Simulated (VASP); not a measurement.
MgO, 4 atoms in the cell. Symmetry: P6_3/mmc, No. 194, hexagonal system. The conventional cell has a = 2.929 Å, b = 2.929 Å, c = 5.113 Å, α = 90.00°, β = 90.00°, γ = 120.00°. Mg (site symmetry -3m) has 6 O at 2.12 Å and 2 Mg at 2.56 Å within 2.8 Å. O (site symmetry -6m2) has 6 Mg at 2.12 Å within 2.8 Å. 

| Property | Result |
| --- | --- |
| Program | VASP 6.6.1 |
| Task | vibrations by perturbation theory |
| Functional | PBEsol |
| Potentials or basis | VASP PAW PBE potentials, release 64 (Mg, O) |
| Cutoff | 520 eV |
| k mesh | 9 × 9 × 4 |
| Occupations | gaussian, width 0.01 eV |
| Spin | no spin polarisation |
| Dipole correction | no |
| Further INCAR settings | ALGO = Normal; EDIFF = 1e-08; IBRION = 8; NSW = 1 |

Potentials or basis: VASP PAW PBE potentials, release 64 (Mg, O).

Run with:

```sh
$ cat potpaw_PBE.64/Mg/POTCAR potpaw_PBE.64/O/POTCAR > POTCAR
$ mpirun -np 1 vasp_std > vasp.out
```

Hardware: 1 thread of Intel Xeon 8259CL (shared host).

**Question.** How long does it take, and how much memory?

**Answer.** Wall time 9.4 min on 1 thread of Intel Xeon 8259CL (shared host), peak memory 0.28 GiB. Counts: scf iterations 144, k points 36.
